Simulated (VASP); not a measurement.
Mo6C, 7 atoms in the cell. The cell holds a slab with vacuum, 7 atoms: a = 4.470 Å, b = 4.470 Å, c = 19.760 Å, α = 90.00°, β = 90.00°, γ = 120.00°. 

```yaml
Program: VASP 6.6.1
Task: single point
Functional: PBE
Potentials_or_basis: VASP PAW PBE potentials, release 64 (Mo_sv, C)
Cutoff: 520 eV
k_mesh: 6 × 6 × 1
Occupations: gaussian, width 0.1 eV
Spin: no spin polarisation
Dipole_correction: yes
Further_INCAR_settings: ALGO = Normal; EDIFF = 1e-06; NBANDS = 53
```

Potentials or basis: VASP PAW PBE potentials, release 64 (Mo_sv, C).

Command:

```bash
$ cat potpaw_PBE.64/Mo_sv/POTCAR potpaw_PBE.64/C/POTCAR > POTCAR
$ mpirun -np 1 vasp_std > vasp.out
```

Hardware: 1 thread of Intel Xeon 8259CL, with other jobs on the host.

Problem. Estimate the wall time of this run.

Solution. Run time: 34 min on 1 thread of Intel Xeon 8259CL, with other jobs on the host, peak memory 0.63 GiB. Counts: scf iterations 33, k points 20.
